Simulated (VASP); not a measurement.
# Si16O (a cell with a defect) in VASP: a series of runs

Si16O (a cell with a defect) is run at these levels: PBEsol; tasks: single point.

Program: VASP 6.6.1. These are calculated values, not measurements. Logs are shortened: lines on timing, memory, paths and dates and some standing lists are left out, and cuts for length are marked.

### 1 The cell of the first run

The cell holds a defect, 17 atoms: a = 7.679 Å, b = 7.679 Å, c = 7.679 Å, α = 60.00°, β = 60.00°, γ = 60.00°.

### 2 Single point, PBEsol, collinear spin, zero start

INCAR

```
PREC     = Accurate       # precision mode
ENCUT    = 520            # plane-wave cutoff, eV
EDIFF    = 1E-6           # SCF threshold, eV
ISMEAR   = -1             # smearing method
SIGMA    = 0.05           # smearing width, eV
LREAL    = Auto         
LASPH    = T              # aspherical terms in the spheres
NELM     = 150            # most SCF steps
ALGO     = Normal         # electronic algorithm
ISIF     = 2              # what is computed and relaxed
LWAVE    = F              # write WAVECAR
LCHARG   = F              # write CHGCAR
ISPIN    = 2              # spin polarisation
MAGMOM   = 0 0 0 0 0 0 0 0 0 0 0 0 0 0 0 0 0 # initial moments
LORBIT   = 11             # projections on sites
GGA      = PS             # functional
NBANDS   = 53             # bands
```

KPOINTS

```
Automatic mesh
0
Gamma
  2 2 2
```

POSCAR

```
Si16O
1.0
    0.0000000000      5.4300000000      5.4300000000
    5.4300000000      0.0000000000      5.4300000000
    5.4300000000      5.4300000000      0.0000000000
Si O
16 1
Direct
    0.0150644567     -0.0340515654      0.0190607735
    0.1218139963      0.1813535912      0.0724769797
   -0.0185543278      0.0207826888      0.4437661142
    0.0900000000      0.0985819521      0.6395764273
   -0.0262154696      0.5479097606     -0.0477808471
    0.1333517495      0.5804051565      0.1322283610
    0.0056537753      0.4616206262      0.5296316759
    0.1652302026      0.5956721915      0.5946408840
    0.4893554328      0.0280294659     -0.0027440147
    0.6465377532      0.1069613260      0.1304604052
    0.4606445672      0.0210865562      0.4964825046
    0.6248066298      0.1120073665      0.6340699816
    0.5116758748      0.4972375691      0.0068139963
    0.5987845304      0.6492265193      0.1348987109
    0.5428637201      0.4818876611      0.5035451197
    0.6209484346      0.6490699816      0.6404880295
    0.0920441989      0.8146040516      0.3569613260
```

Potentials or basis: VASP PAW PBE potentials, release 64 (Si, O).

Command:

```sh
$ cat potpaw_PBE.64/Si/POTCAR potpaw_PBE.64/O/POTCAR > POTCAR
$ mpirun -np 1 vasp_std > vasp.out
```

OUTCAR:

```text
PREC = Accurate
   ENCUT = 520
   EDIFF = 1E-6
   ISMEAR = -1
   LREAL = Auto
   LASPH = T
   NELM = 150
   ISIF = 2
   ISPIN = 2
   LORBIT = 11
   GGA = PS

 ion  position               nearest neighbor table
   1  0.015  0.966  0.019-  10 2.31   4 2.41   6 2.42   2 2.44  17 2.50
   2  0.122  0.181  0.072-   5 2.31   9 2.33   3 2.36   1 2.44
   3  0.981  0.021  0.444-  17 1.68  12 2.29   2 2.36   4 2.44   8 2.69
   4  0.090  0.099  0.640-   7 2.30  11 2.34   1 2.41   3 2.44
   5  0.974  0.548  0.952-   2 2.31   8 2.31  14 2.38   6 2.41
   6  0.133  0.580  0.132-  13 2.40   5 2.41   1 2.42   7 2.49
   7  0.006  0.462  0.530-   8 2.28   4 2.30  16 2.45   6 2.49
   8  0.165  0.596  0.595-  17 1.87   7 2.28   5 2.31  15 2.39   3 2.69
   9  0.489  0.028  0.997-  12 2.29   2 2.33  10 2.34  14 2.38
  10  0.647  0.107  0.130-   1 2.31  11 2.33   9 2.34  13 2.45
  11  0.461  0.021  0.496-  10 2.33   4 2.34  16 2.36  12 2.48
  12  0.625  0.112  0.634-   3 2.29   9 2.29  15 2.34  11 2.48
  13  0.512  0.497  0.007-  16 2.31  14 2.32   6 2.40  10 2.45
  14  0.599  0.649  0.135-  13 2.32  15 2.36   9 2.38   5 2.38
  15  0.543  0.482  0.504-  12 2.34  14 2.36   8 2.39  16 2.42
  16  0.621  0.649  0.640-  13 2.31  11 2.36  15 2.42   7 2.45
  17  0.092  0.815  0.357-   3 1.68   8 1.87   1 2.50

  LATTYP: Found a face centered cubic cell.
 ALAT       =    10.8600000000

  Lattice vectors:

 A1 = (   0.0000000000,   5.4300000000,   5.4300000000)
 A2 = (   5.4300000000,   0.0000000000,   5.4300000000)
 A3 = (   5.4300000000,   5.4300000000,   0.0000000000)

Analysis of symmetry for initial positions (statically):
=====================================================================
 Subroutine PRICEL returns:
 Original cell was already a primitive cell.

 Routine SETGRP: Setting up the symmetry group for a
 face centered cubic supercell.

 Subroutine GETGRP returns: Found  1 space group operations
 (whereof  1 operations were pure point group operations)
 out of a pool of 48 trial point group operations.

The static configuration has the point symmetry C_1 .

Analysis of symmetry for dynamics (positions and initial velocities):
=====================================================================
 Subroutine PRICEL returns:
 Original cell was already a primitive cell.

 Routine SETGRP: Setting up the symmetry group for a
 face centered cubic supercell.

 Subroutine GETGRP returns: Found  1 space group operations
 (whereof  1 operations were pure point group operations)
 out of a pool of 48 trial point group operations.

The dynamic configuration has the point symmetry C_1 .

Analysis of structural, dynamic, and magnetic symmetry:
=====================================================================
 Subroutine PRICEL returns:
 Original cell was already a primitive cell.

 Routine SETGRP: Setting up the symmetry group for a
 face centered cubic supercell.

 Subroutine GETGRP returns: Found  1 space group operations
 (whereof  1 operations were pure point group operations)
 out of a pool of 48 trial point group operations.

The overall configuration has the point symmetry C_1 .

 Subroutine INISYM returns: Found  1 space group operations
 (whereof  1 operations are pure point group operations),
 and found     1 'primitive' translations

----------------------------------------------------------------------------------------

                                     Primitive cell

  volume of cell :     320.2060

  direct lattice vectors                    reciprocal lattice vectors
     0.000000000  5.430000000  5.430000000    -0.092081031  0.092081031  0.092081031
     5.430000000  0.000000000  5.430000000     0.092081031 -0.092081031  0.092081031
     5.430000000  5.430000000  0.000000000     0.092081031  0.092081031 -0.092081031

  length of vectors
     7.679179644  7.679179644  7.679179644     0.159489025  0.159489025  0.159489025

  position of ions in fractional coordinates (direct lattice)
     0.015064457  0.965948435  0.019060774
     0.121813996  0.181353591  0.072476980
     0.981445672  0.020782689  0.443766114
     0.090000000  0.098581952  0.639576427
     0.973784530  0.547909761  0.952219153
     0.133351750  0.580405156  0.132228361
[... 9 lines left out ...]
     0.620948435  0.649069982  0.640488029
[... 63 lines left out ...]
   ions per type =              16   1
   NGX,Y,Z   is equivalent  to a cutoff of  12.99, 12.99, 12.99 a.u.
   NGXF,Y,Z  is equivalent  to a cutoff of  25.98, 25.98, 25.98 a.u.
 SYSTEM =  unknown system
   PREC   = accura    normal or accurate (medium, high low for compatibility)
   ISTART =      0    job   : 0-new  1-cont  2-samecut
   ICHARG =      2    charge: 1-file 2-atom 10-const
   ISPIN  =      2    spin polarized calculation?
   LNONCOLLINEAR =      F non collinear calculations
   LSORBIT =      F    spin-orbit coupling
   LASPH  =      T    aspherical Exc in radial PAW
   ENCUT  =  520.0 eV  38.22 Ry    6.18 a.u.  14.28 14.28 14.28*2*pi/ulx,y,z
   NELM   =    150;   NELMIN=  2; NELMDL= -5     # of ELM steps
   EDIFF  = 0.1E-05   stopping-criterion for ELM
   LREAL  =      T    real-space projection
   EDIFFG = 0.1E-04   stopping-criterion for IOM
   NSW    =      0    number of steps for IOM
   IBRION =     -1    ionic relax: 0-MD 1-quasi-New 2-CG
   NFREE  =      0    steps in history (QN), initial steepest desc. (CG)
   ISIF   =      2    stress and relaxation
   ISYM   =      2    0-nonsym 1-usesym 2-fastsym
   POTIM  = 0.5000    time-step for ionic-motion
   TEBEG  =    0.0;   TEEND  =   0.0 temperature during run
   PSTRESS=    0.0 pullay stress
   NELECT =      70.0000    total number of electrons
   NUPDOWN=      -1.0000    fix difference up-down
   EMIN   =  10.00;   EMAX   =-10.00  energy-range for DOS
   EFERMI =   0.00;   METHOD = LEGACY
   ISMEAR =    -1;   SIGMA  =   0.05  broadening in eV -4-tet -1-fermi 0-gaus
   EFERMI_NEDOS =   21; number of points for ismear=-14 and -15
   IALGO  =     38    algorithm
   IMIX   =      4    mixing-type and parameters
     AMIX     =   0.40;   BMIX     =  1.00
     AMIX_MAG =   1.60;   BMIX_MAG =  1.00
  volume/ion in A,a.u.               =      18.84       127.11
  Fermi-wavevector in a.u.,A,eV,Ry     =   0.986199  1.863645 13.232857  0.972588
  Thomas-Fermi vector in A             =   2.117562
   LORBIT       =     11    0 simple, 1 ext, 2 COOP (PROOUT), +10 PAW based schemes
   GGA     = PS    functional components
   LHFCALC =     F    Hartree Fock is set to
   AEXX    =    0.0000 exact exchange contribution
   IVDW    =     0    specifies the selected vdW correction
   LEPSILON=     F    determine dielectric tensor
   LRPA    =     F    only Hartree local field effects (RPA)
 spin polarized calculation
  energy-cutoff  :      520.00
  volume of cell :      320.21
 maximum number of plane-waves:      8646
 NGX is ok and might be reduce to    60
   NGX = 29   NGY = 29   NGZ = 29

 number of electron      69.9999999 magnetization       0.0000000

 number of electron      69.9999999 magnetization      -0.0000000

 Free energy of the ion-electron system (eV)
  ---------------------------------------------------
  ext. energy  EPLUGINS =         0.00000000
  ---------------------------------------------------
  free energy    TOTEN  =       -96.57207242 eV

  energy without entropy =      -96.57096411  energy(sigma->0) =      -96.57151827

 E-fermi :   6.1767     XC(G=0):  -9.7241

 val. band max:        5.9253776444   @ k =   0.0000   0.0000   0.0000
 cond. band min:       6.4284407700   @ k =   0.0000   0.0000   0.0000
 fundamental gap:      0.5030631256
 Fermi energy:         6.1766817799

 spin component 1

 k-point     1 :       0.0000    0.0000    0.0000
  band No.  band energies     occupation
      1     -14.5406      1.00000
      2      -5.8082      1.00000
      3      -4.2880      1.00000
      4      -3.7226      1.00000
      5      -3.6867      1.00000
      6      -3.4323      1.00000
[... 389 lines left out ...]
     46      10.0556      0.00000
     47      10.1073      0.00000
 Fermi energy:         6.1766817799

 spin component 2

 k-point     1 :       0.0000    0.0000    0.0000
  band No.  band energies     occupation
      1     -14.5407      1.00000
      2      -5.8082      1.00000
      3      -4.2880      1.00000
      4      -3.7226      1.00000
      5      -3.6867      1.00000
      6      -3.4323      1.00000
[... 389 lines left out ...]
     46      10.0556      0.00000
     47      10.1073      0.00000
 [bands above 47 left out]

------------------------ aborting loop because EDIFF is reached ----------------------------------------

  FORCE on cell =-STRESS in cart. coord.  units (eV):
  Direction    XX          YY          ZZ          XY          YZ          ZX
  --------------------------------------------------------------------------------------
  -------------------------------------------------------------------------------------
  Total        0.6210484     -2.4986401      3.4915354     -2.5227101     -1.7227874      0.9457570
  in kB        3.1074672    -12.5021530     17.4701869    -12.6225890     -8.6201097      4.7321733
  external PRESSURE =       2.6918337 kB  Pullay stress =       0.0000000 kB

 VOLUME and BASIS-vectors are now :
 -----------------------------------------------------------------------------
  energy-cutoff  :      520.00
  volume of cell :      320.21
      direct lattice vectors                 reciprocal lattice vectors
     0.000000000  5.430000000  5.430000000    -0.092081031  0.092081031  0.092081031
     5.430000000  0.000000000  5.430000000     0.092081031 -0.092081031  0.092081031
     5.430000000  5.430000000  0.000000000     0.092081031  0.092081031 -0.092081031

 POSITION                                       TOTAL-FORCE (eV/Angst)
 -----------------------------------------------------------------------------------
      5.34860      0.18530      5.32690        -0.668492     -0.017892      0.314983
      1.37830      1.05500      1.64620        -0.128857     -0.462167     -0.504506
      2.52250      7.73890      5.44210         1.044443     -0.091485      1.213151
      4.00820      3.96160      1.02400        -0.561900      0.297877     -0.536317
      8.14570     10.45820      8.26280         0.898213      0.480997      0.396672
      3.86960      1.44210      3.87570         0.709445     -0.058733      0.254845
[... 9 lines left out ...]
      7.00230      6.84960      6.89620        -1.198529      0.068382      0.023201
      6.36160      2.43810      4.92310         0.657865      2.435818     -0.830478
 -----------------------------------------------------------------------------------
    total drift:                                0.002187     -0.002886      0.006031

  FREE ENERGIE OF THE ION-ELECTRON SYSTEM (eV)
  ---------------------------------------------------
  free  energy   TOTEN  =       -96.5720724166 eV

  energy  without entropy=      -96.5709641145  energy(sigma->0) =      -96.57151827

 total charge

# of ion       s       p       d       tot
------------------------------------------
    1        0.756   0.888   0.000   1.644
    2        0.760   0.925   0.000   1.685
    3        0.741   0.919   0.000   1.660
    4        0.757   0.925   0.000   1.682
    5        0.756   0.935   0.000   1.690
    6        0.754   0.883   0.000   1.638
[... 9 lines left out ...]
   16        0.746   0.924   0.000   1.669
   17        1.592   3.452   0.000   5.044
--------------------------------------------------
tot         13.601  18.205   0.000  31.807

 magnetization (x)

# of ion       s       p       d       tot
------------------------------------------
    1       -0.000   0.000   0.000  -0.000
    2        0.000   0.000   0.000   0.000
    3        0.000   0.000   0.000   0.000
    4       -0.000  -0.000   0.000  -0.000
    5       -0.000  -0.000   0.000  -0.000
    6       -0.000  -0.000   0.000  -0.000
[... 9 lines left out ...]
   16        0.000   0.000   0.000   0.000
   17        0.000  -0.000   0.000  -0.000
--------------------------------------------------
tot          0.000  -0.000   0.000  -0.000
```

It took 5.9 min on 1 thread of Intel Xeon 6975P-C (Granite Rapids), shared host; peak memory 0.71 GiB.

Results:

```
Free energy                                           : -96.5721 eV
Pressure                                              : 0.3 GPa
Largest force                                         : 2.656 eV/Å
Band gap on the k mesh                                : 0.50 eV
Net moment                                            : 0.00 μB per cell
Valence electrons inside the program's atomic spheres : Si 1.64, 1.69, 1.66, 1.68, 1.67, 1.63, 1.70 (each value once); O 5.04
```

Forces on the atoms (eV/Å):
```
Si  -0.668 -0.018  0.315
Si  -0.129 -0.462 -0.505
Si   1.044 -0.091  1.213
Si  -0.562  0.298 -0.536
Si   0.898  0.481  0.397
Si   0.709 -0.059  0.255
Si  -0.675 -1.545 -0.289
Si  -0.816 -0.480  0.499
Si  -0.132  0.644 -0.331
Si   0.753 -0.758  0.460
Si   0.236  1.107  0.356
Si  -0.560 -1.303 -0.413
Si  -0.130 -0.038 -1.120
Si  -0.226  0.071  0.370
Si   0.798 -0.349  0.136
Si  -1.199  0.068  0.023
O    0.658  2.436 -0.830
```

Caveat: the k points lie up to 0.50 Å⁻¹ apart; the PAW data sets were made with another functional, which shifts forces and pressure a little.

(Continued in part 2 of 2.)
